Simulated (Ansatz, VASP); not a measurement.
## Two plane-wave programs on AlN

Contents of INCAR:

```
PREC = Accurate ; ENCUT = 520
EDIFF = 1E-6 ; ISMEAR = 0
SIGMA = 0.05 ; LREAL = F
LASPH = T ; NELM = 100
ALGO = Normal ; ISIF = 2
LWAVE = F ; LCHARG = T
LELF = T ; LVHAR = T
NBANDS = 16
```

The input KPOINTS:

```
Automatic mesh
0
Gamma
  9 9 6
```

POSCAR

```
AlN
1.0
    3.0887424016      0.0000000000      0.0000000000
   -1.5443712008      2.6749293856      0.0000000000
    0.0000000000      0.0000000000      4.9437688231
Al N
2 2
Direct
    0.3046288194      0.6538065141      0.0015212672
    0.6953711806      0.3461934859      0.5015212672
    0.3589472967      0.6781421955      0.3834787328
    0.6410527033      0.3218578045      0.8834787328
```

Input for Ansatz:

```yaml
crystal:
  lattice:
    - [3.0887424016, 0.0, 0.0]
    - [-1.5443712008, 2.6749293856, 0.0]
    - [0.0, 0.0, 4.9437688231]
  atoms:
    - { symbol: Al, position: [0.3046288194, 0.6538065141, 0.0015212672] }
    - { symbol: Al, position: [0.6953711806, 0.3461934859, 0.5015212672] }
    - { symbol: "N", position: [0.3589472967, 0.6781421955, 0.3834787328] }
    - { symbol: "N", position: [0.6410527033, 0.3218578045, 0.8834787328] }
basis:
  ecutwfc: 520.0
kpoints:
  mp_grid: { grid: [9, 9, 6] }
hamiltonian:
  xc: lda
scf:
  occupations: { method: gaussian, width: 0.05 }
output:
  forces: true
  stress: true
  eigenvalues: true
```

Change from the starting cell: mode 4 frozen in at -0.069 Å and mode 5 at -0.034 Å (largest displacements).

Alike in both runs: task single point; functional LDA; k mesh 9 × 9 × 6; occupations gaussian, width 0.05 eV; no spin polarisation.

|  | VASP | Ansatz |
| --- | --- | --- |
| version | VASP 6.6.1 | Ansatz 0.2.0 |
| potentials or method | VASP PAW LDA potentials, release 64 (Al, N), cutoff 520 eV | scalar-relativistic, plane waves, PAW |
| valence electrons in the cell | 16 | 16 |

Ansatz gave:

| Quantity | Value |
| --- | --- |
| gap on the k mesh at the Fermi level (eV) | 4.35 |
| least direct gap on the mesh (eV) | 4.35 |
| pressure (GPa) | -0.2 |
| traceless stress, the component that is largest in VASP (GPa) | -0.47 |
| rms of the force components (eV/Å) | 0.207 |

Problem. Which values does VASP return?

Solution. gap on the k mesh at the Fermi level (eV): 4.35; least direct gap on the mesh (eV): 4.35; pressure (GPa): 0.4; traceless stress, the component that is largest in VASP (GPa): -0.46; rms of the force components (eV/Å): 0.207.

LDA's correlation is that of Perdew and Zunger in VASP and of Perdew and Wang (1992) in Ansatz. Atom by atom the forces differ by 0.002 eV/Å (rms over components).
